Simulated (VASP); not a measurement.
The system is Si3C.

```xyz
4
Lattice="3.4318 0.0000 0.0000 0.0000 3.4318 0.0000 0.0000 0.0000 5.0004" Properties=species:S:1:pos:R:3 pbc="T T T"
C     0.0000    0.0000    0.0000
Si    0.0000    1.7159    1.0161
Si    1.7159    1.7159    2.5002
Si    1.7159    0.0000    3.9844
```

Base run:

* Program: VASP 6.6.1
* Functional: r2SCAN
* Potentials or basis: VASP PAW PBE potentials, release 64 (C, Si)
* Cutoff: 660 eV
* k mesh: 6 × 6 × 4
* Occupations: fermi-dirac, width 0.02 eV
* Spin: no spin polarisation

Its results: band gap on the k mesh zero (band 8 reaches 7.83 eV, above the bottom of band 9 at 7.60 eV); pressure -0.3 GPa; largest force 0.034 eV/Å.

The run is repeated on the same cell with these changes: k mesh from 6 × 6 × 4 to 4 × 4 × 4. What comes out?

Band gap on the k mesh zero (band 8 reaches 7.83 eV, above the bottom of band 9 at 7.61 eV); pressure 0.1 GPa; largest force 0.124 eV/Å.

Caveats: some runs use coarse meshes; the PAW data sets were made with another functional, which shifts forces and pressure a little.
